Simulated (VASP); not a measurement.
Wanted: the native input for a VASP 6.6.1 run.

- Task: electric field gradients
- Functional: LDA
- Potentials or basis: VASP PAW LDA potentials, release 64 (Al, N)
- Cutoff: 520 eV
- k mesh: 10 × 10 × 10
- Occupations: fermi-dirac, width 0.02 eV
- Spin: no spin polarisation
- Dipole correction: no
- Further INCAR settings: ALGO = Normal; EDIFF = 1e-08; NBANDS = 11

The structure of AlN lies in POSCAR:

```
AlN
1.0
    0.0000000000      1.9376213230      1.9376213230
    1.9376213230      0.0000000000      1.9376213230
    1.9376213230      1.9376213230      0.0000000000
Al N
1 1
Direct
    0.0000000000      0.0000000000      0.0000000000
    0.5000000000      0.5000000000      0.5000000000
```

This cell differs from its parent crystal: volume scaled by 0.94.

One way to write it, as run:

INCAR

```
PREC = Accurate
ENCUT = 520
EDIFF = 1E-8
ISMEAR = -1
SIGMA = 0.02
LREAL = F
LASPH = T
NELM = 80
ALGO = Normal
ISIF = 2
LWAVE = F
LCHARG = F
GGA = CA
LEFG = T
NBANDS = 11
```

KPOINTS

```
Automatic mesh
0
Gamma
  10 10 10
```

Potentials or basis: VASP PAW LDA potentials, release 64 (Al, N).

Launch:

```console
$ cat potpaw_LDA.64/Al/POTCAR potpaw_LDA.64/N/POTCAR > POTCAR
$ mpirun -np 1 vasp_std > vasp.out
```

It gave:

The pressure is 36.1 GPa. The band gap on the k mesh is 4.93 eV, indirect (least direct gap 7.74 eV).

Caveat: without QUAD_EFG the Cq values of the log hold for a quadrupole moment of 1 mb, not for the nuclei.

Run time: 4.6 s on 1 thread of Intel Xeon 6975P-C, on a shared host, peak memory 0.12 GiB.
